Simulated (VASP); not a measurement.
The system is SnTe.

```xyz
2
Lattice="0.0000 3.6351 3.6351 3.6351 0.0000 3.6351 3.6351 3.6351 0.0000" Properties=species:S:1:pos:R:3 pbc="T T T"
Te    1.8175    1.8175    1.8175
Sn    0.0000    0.0000    0.0000
```

This cell differs from its parent crystal: volume scaled by 1.02.

Base run:

* Program: VASP 6.6.1
* Functional: LDA
* Potentials or basis: VASP PAW LDA potentials, release 64 (Te, Sn_d)
* Cutoff: 520 eV
* k mesh: 7 × 7 × 7
* Occupations: fermi-dirac, width 0.05 eV
* Spin: no spin polarisation

Its results: band gap on the k mesh 0.29 eV, indirect (least direct gap 0.77 eV); pressure -2.6 GPa.

Problem. The run is repeated on the same cell with these changes: k mesh from 7 × 7 × 7 to 6 × 6 × 6; further incar settings from ALGO = Normal; EDIFF = 1e-06; NBANDS = 17 to ALGO = Normal; EDIFF = 1e-07; NBANDS = 17. What comes out?

Solution. Band gap on the k mesh 0.24 eV, indirect (least direct gap 0.74 eV); pressure -2.5 GPa.

Caveats: spin-orbit coupling is left out, which moves the levels of the heavy elements.

A k mesh can miss the band edges.
